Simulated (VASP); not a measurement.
Runs of VASP 6.6.1 on MoN2. The structure is that of space group P4/mbm (No. 127), or close to it. The cells are those of the table. 

```csv
level,potentials or basis,U,cell,gap on the mesh (eV),pressure (GPa),largest force (eV/Å)
LDA,"VASP PAW LDA potentials, release 64 (Mo_sv, N)",-,"a = 4.264, b = 4.264, c = 2.708 Å, 6 atoms",none,1.8,0.18
LDA,"VASP PAW LDA potentials, release 64 (Mo_sv, N)",-,"a = 4.348, b = 4.348, c = 2.767 Å, 6 atoms",none,-19.6,0.03
PBEsol,"VASP PAW PBE potentials, release 64 (Mo_sv, N)",-,"a = 4.348, b = 4.348, c = 2.767 Å, 6 atoms",none,-13.5,(c)
r2SCAN,"VASP PAW PBE potentials, release 64 (Mo_sv, N)",-,"a = 4.318, b = 4.318, c = 2.741 Å, 6 atoms",none,1.4,0.10
PBE,"VASP PAW PBE potentials, release 64 (Mo_sv, N)",-,"a = 4.333, b = 4.333, c = 2.753 Å, 6 atoms",none,0.5,0.08
PBE,"VASP PAW PBE potentials, release 64 (Mo_sv, N)",-,"a = 4.348, b = 4.348, c = 2.767 Å, 6 atoms",none,-3.3,0.15
PBEsol+U,"VASP PAW PBE potentials, release 64 (Mo_sv, N)",Mo d U = 6.0 eV,"a = 4.348, b = 4.348, c = 2.767 Å, 6 atoms",none,(a),0.08
PBEsol+U,"VASP PAW PBE potentials, release 64 (Mo_sv, N)",Mo d U = 8.0 eV,"a = 4.348, b = 4.348, c = 2.767 Å, 6 atoms",none,(b),0.50
```

Alike in all rows: task single point; no spin polarisation; k mesh 6 × 6 × 10; cutoff (eV) 520; smearing fermi-dirac 0.05 eV.

Question: Fill in the values left out.

Answer: (a) -1.2; (b) 7.2; (c) 0.16.

Caveats: the PAW data sets were made with another functional, which shifts forces and pressure a little (some runs); U without spin polarisation on a metal has little footing (some runs).

A k mesh can miss the band edges, and the runs leave out spin-orbit coupling on Mo.

A gap of «none» marks levels without a gap at the run's occupations.
